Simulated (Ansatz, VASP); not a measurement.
**Two plane-wave programs on YbN**

Contents of INCAR:

```
PREC = Accurate
ENCUT = 520
EDIFF = 1E-7
ISMEAR = 0
SIGMA = 0.05
LREAL = F
LASPH = T
NELM = 150
ALGO = Normal
ISIF = 2
LWAVE = F
LCHARG = F
ISPIN = 2
MAGMOM = 1.08 0.01
LORBIT = 11
LMAXMIX = 6
LDAU = T
LDAUTYPE = 2
LDAUL = 3 -1
LDAUU = 6 0
LDAUJ = 0 0
LDAUPRINT = 1
GGA = PE
NBANDS = 26
```

KPOINTS

```
Automatic mesh
0
Gamma
  8 8 8
```

The input POSCAR:

```
YbN
1.0
    0.0000000000      2.5811819695      2.5811819695
    2.5811819695      0.0000000000      2.5811819695
    2.5811819695      2.5811819695      0.0000000000
Yb N
1 1
Direct
    0.0000000000      0.0000000000      0.0000000000
    0.2500000000      0.2500000000      0.2500000000
```

Input for Ansatz:

```yaml
crystal:
  lattice:
    - [0.0, 2.5811819695, 2.5811819695]
    - [2.5811819695, 0.0, 2.5811819695]
    - [2.5811819695, 2.5811819695, 0.0]
  atoms:
    - { symbol: Yb, position: [0.0, 0.0, 0.0], spin: 1.08 }
    - { symbol: "N", position: [0.25, 0.25, 0.25] }
basis:
  ecutwfc: 420
  ecutrho_ratio: 4
kpoints:
  mp_grid: { grid: [8, 8, 8] }
hamiltonian:
  xc: pbe
  hubbard:
    sites:
      - { species: Yb, l: f, u_eff: 6.0, starting_ns: start.occupation_matrices }
    ns_hold: { iters: 6 }
scf:
  occupations: { method: gaussian, width: 0.05 }
  lower_state_search: "off"
output:
  forces: true
  stress: true
  eigenvalues: true
  populations: true
  hubbard: { sites: [{ species: Yb, l: f }] }
magnetization:
  spin_polarized: true
```

Alike in both runs: task single point; functional PBE; k mesh 8 × 8 × 8; occupations gaussian, width 0.05 eV; collinear spin; Hubbard terms Yb f U = 6.0 eV.

|  | VASP | Ansatz |
| --- | --- | --- |
| version | VASP 6.6.1 | Ansatz 0.2.0 |
| potentials or method | VASP PAW PBE potentials, release 64 (Yb, N), cutoff 520 eV | scalar-relativistic, plane waves, PAW |
| valence electrons in the cell | 29 | 29 |

```csv
,VASP,Ansatz,Ansatz less VASP
pressure (GPa),1.9,0.0,-1.95
"traceless stress, the component that is largest in VASP (GPa)",0.00,-0.13,-0.132
net moment per atom (μB),0.50,0.50,0.000
size of the moment on the site where the two differ most (μB),0.56,0.98,+0.421
```

Site moments also hang on the region over which each program counts them. The programs project onto different local orbitals, so the same U acts differently, and such runs can settle in different states. Ansatz's warnings: symmetry narrowed by occupation matrices.

Spin-orbit coupling is off throughout.
